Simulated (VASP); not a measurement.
Write the native input for VASP 6.6.1 that does the following.

- Task: single point
- Functional: PBEsol
- Potentials or basis: VASP PAW PBE potentials, release 64 (Bi_d, Te)
- Cutoff: 520 eV
- k mesh: 12 × 12 × 12
- Occupations: gaussian, width 0.1 eV
- Spin: no spin polarisation
- Dipole correction: no
- Further INCAR settings: ALGO = Normal; EDIFF = 1e-07; NBANDS = 18

The structure of BiTe lies in POSCAR:

```
BiTe
1.0
    0.0000000000      3.0982086580      3.0982086580
    3.0982086580      0.0000000000      3.0982086580
    3.0982086580      3.0982086580      0.0000000000
Bi Te
1 1
Direct
    0.0000000000      0.0000000000      0.0000000000
    0.5000000000      0.5000000000      0.5000000000
```

This cell differs from its parent crystal: volume scaled by 0.91.

One way to write it, as run:

INCAR

```
PREC = Accurate
ENCUT = 520
EDIFF = 1E-7
ISMEAR = 0
SIGMA = 0.1
LREAL = F
LASPH = T
NELM = 60
ALGO = Normal
ISIF = 2
LWAVE = F
LCHARG = F
GGA = PS
NBANDS = 18
```

KPOINTS

```
Automatic mesh
0
Gamma
  12 12 12
```

Potentials or basis: VASP PAW PBE potentials, release 64 (Bi_d, Te).

Launch:

```bash
$ cat potpaw_PBE.64/Bi_d/POTCAR potpaw_PBE.64/Te/POTCAR > POTCAR
$ mpirun -np 1 vasp_std > vasp.out
```

Results of the run:

```yaml
Pressure: 6.4 GPa
```

Caveat: the PAW data sets were made with another functional, which shifts forces and pressure a little.

It took 30 s on 1 thread of Intel(R) Xeon(R) 6975P-C (Granite Rapids), with other jobs on the host, peak memory 0.24 GiB.
